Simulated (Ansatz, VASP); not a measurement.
**One calculation of NbSnSe4, two programs**

```
Nb Sn Se
1.0
    -3.26754    3.26754    5.05965
     3.26754   -3.26754    5.05965
     3.26754    3.26754   -5.05965
Nb Sn Se
1 1 4
Direct
  0.00000 0.00000 0.00000
  0.25000 0.75000 0.50000
  0.35301 0.34490 0.44932
  0.65510 0.10442 0.00811
  0.89558 0.90369 0.55068
  0.09631 0.64699 0.99189
```

Change from the starting cell: species swapped into the AlAsO4 type (I-4, No. 82).

Alike in both runs: functional PBE; k mesh 3 × 3 × 3; occupations gaussian, width 0.15 eV; no spin polarisation.

Ansatz relaxed the structure, and its values are those at the end. VASP's run is a single point on that final structure, the one shown.

```csv
,VASP,Ansatz
version,VASP 6.6.1,Ansatz 0.2.0
potentials or method,"VASP PAW PBE potentials, release 64 (Nb_sv, Sn_d, Se), cutoff 500 eV","scalar-relativistic, plane waves, PAW"
valence electrons in the cell,51,91
```

```tsv
	VASP	Ansatz	Ansatz less VASP
gap on the k mesh at the Fermi level (eV)	none	none	-
pressure (GPa)	0.2	0.2	+0.01
rms of the force components (eV/Å)	0.009	0.010	+0.0011
```

A gap of «none» marks a metal or a gap that the smearing closes. With one functional, cell and mesh, what is left measures potentials, basis and numerics. VASP's potentials hold 51 valence electrons a cell and Ansatz's 91, so a difference there can come from the potentials and not from the codes.

The k mesh is coarse, so the values compare programs but aren't converged.
